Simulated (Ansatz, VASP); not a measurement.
Ru in VASP and in Ansatz

```
Ru
1.0
     2.72222    0.00000    0.00000
    -1.36111    2.35751    0.00000
     0.00000    0.00000    4.29731
Ru
2
Direct
  0.33333 0.66667 0.25000
  0.66667 0.33333 0.75000
```

Alike in both runs: functional PBE; k mesh 18 × 18 × 10; occupations fermi-dirac, width 0.15 eV; no spin polarisation.

Ansatz relaxed the structure, and its values are those at the end. VASP's run is a single point on that final structure, the one shown.

```csv
,VASP,Ansatz
version,VASP 6.6.1,Ansatz 0.2.0
potentials or method,"VASP PAW PBE potentials, release 64 (Ru_pv), cutoff 500 eV","scalar-relativistic, plane waves, PAW"
valence electrons in the cell,28,32
```

VASP gave:

| Property | Result |
| --- | --- |
| gap on the k mesh at the Fermi level (eV) | none |
| pressure (GPa) | -0.1 |

Which values does Ansatz return?

gap on the k mesh at the Fermi level (eV): none; pressure (GPa): 0.0.

A gap of «none» marks a metal or a gap that the smearing closes. VASP's potentials hold 28 valence electrons a cell and Ansatz's 32, so a difference there can come from the potentials and not from the codes.
